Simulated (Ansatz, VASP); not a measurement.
Two plane-wave programs on C

```
C
1.0
     2.49731    0.00000    0.00000
     0.00000    3.53172    0.00000
     0.00000    0.00000   18.49730
C
6
Direct
  0.75000 0.09797 0.43956
  0.25000 0.90203 0.43956
  0.25000 0.60988 0.50000
  0.75000 0.39012 0.50000
  0.75000 0.09797 0.56044
  0.25000 0.90203 0.56044
```

Alike in both runs: functional LDA; k mesh 10 × 7 × 1; occupations fermi-dirac, width 0.02 eV; no spin polarisation.

Ansatz relaxed the structure, and its values are those at the end. VASP's run is a single point on that final structure, the one shown.

```csv
,VASP,Ansatz
version,VASP 6.6.1,Ansatz 0.2.0
potentials or method,"VASP PAW LDA potentials, release 64 (C_h)","PAW with Ansatz's default frozen-core files, scalar-relativistic"
plane-wave cutoff (eV),910,420
valence electrons in the cell,24,24
```

VASP gave:

| Property | Result |
| --- | --- |
| rms of the force components (eV/Å) | 0.019 |

Problem. Which values does Ansatz return?

Solution. rms of the force components (eV/Å): 0.002.

LDA's correlation is that of Perdew and Zunger in VASP and of Perdew and Wang (1992) in Ansatz. Ansatz's warnings: stress scf threshold loose, xc potential rough in thin density.

Noted on VASP's run: the cutoff is short for stress, so the pressure is rough.
